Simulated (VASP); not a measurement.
A run of VASP 6.6.1 is set up as follows.

File INCAR:

```
SYSTEM = CuAu3
ALGO = Normal ; EDIFF = 1E-6
ENCUT = 520 ; GGA = PS
ISIF = 2 ; ISMEAR = 0
LASPH = .True. ; LCHARG = .False.
LREAL = .False. ; LWAVE = .False.
NBANDS = 30 ; NELM = 100
PREC = Accurate ; SIGMA = 0.1
```

File KPOINTS:

```
k-points
0
Gamma
  10 10 10
  0 0 0
```

Contents of POSCAR:

```
CuAu3
1.0
    3.8084617496      0.0000000000      0.0000000000
    0.0000000000      3.8084617496      0.0000000000
    0.0000000000      0.0000000000      3.8084617496
Cu Au
1 3
Direct
    0.0000000000      0.0000000000      0.0000000000
    0.0000000000      0.5000000000      0.5000000000
    0.5000000000      0.0000000000      0.5000000000
    0.5000000000      0.5000000000      0.0000000000
```

Potentials or basis: VASP PAW PBE potentials, release 64 (Cu, Au).

Run with:

```console
$ cat potpaw_PBE.64/Cu/POTCAR potpaw_PBE.64/Au/POTCAR > POTCAR
$ mpirun -np 1 vasp_std > vasp.out
```

Question: Estimate the band gap on the k mesh.

Answer: Zero (bands 22 and 23 overlap by 2.77 eV).

Question: Predict the pressure.

Answer: 31.1 GPa.

Caveat: the cell stands under pressure; the PAW data sets were made with another functional, which shifts forces and pressure a little; spin-orbit coupling is left out, which moves the levels of the heavy elements.
